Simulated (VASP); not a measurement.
**CaO: single point with LDA**

CaO:

```
CELL_PARAMETERS angstrom
0.00000 2.35400 2.35400
2.35400 0.00000 2.35400
2.35400 2.35400 0.00000
ATOMIC_POSITIONS crystal
Ca 0.00000 0.00000 0.00000
O 0.50000 0.50000 0.50000
```

```
Program                : VASP 6.6.1
Task                   : single point
Functional             : LDA
Potentials or basis    : VASP PAW LDA potentials, release 64 (Ca_sv, O)
Cutoff                 : 520 eV
k mesh                 : 8 × 8 × 8
Occupations            : fermi-dirac, width 0.02 eV
Spin                   : no spin polarisation
Dipole correction      : no
Further INCAR settings : ALGO = Normal; EDIFF = 1e-06; NBANDS = 15
```

```
Pressure               : 1.0 GPa
Band gap on the k mesh : 3.42 eV, indirect (least direct gap 3.78 eV)
```

Levels at points of the mesh, in eV from the valence-band top:
```
           k point  band 4  band 5  band 6  band 7  band 8  band 9  band 10  band 11  band 12  band 13
(0.00, 0.00, 0.00)  -17.82  -15.33    0.00    0.00    0.00    5.08     6.25     6.25     6.25     7.92
(0.50, 0.00, 0.00)  -17.88  -13.79   -2.86   -1.36   -1.36    7.24     8.64     8.64     8.79    10.96
(0.50, 0.50, 0.00)  -18.11  -15.09   -1.27   -0.36   -0.36    3.42     8.49     9.23     9.96     9.96
```

Wall time 12 s on 1 thread of Intel Xeon 6975P-C, on a shared host, peak memory 0.15 GiB.

A k mesh can miss the band edges. As with any semilocal functional, this LDA gap is likely too small.
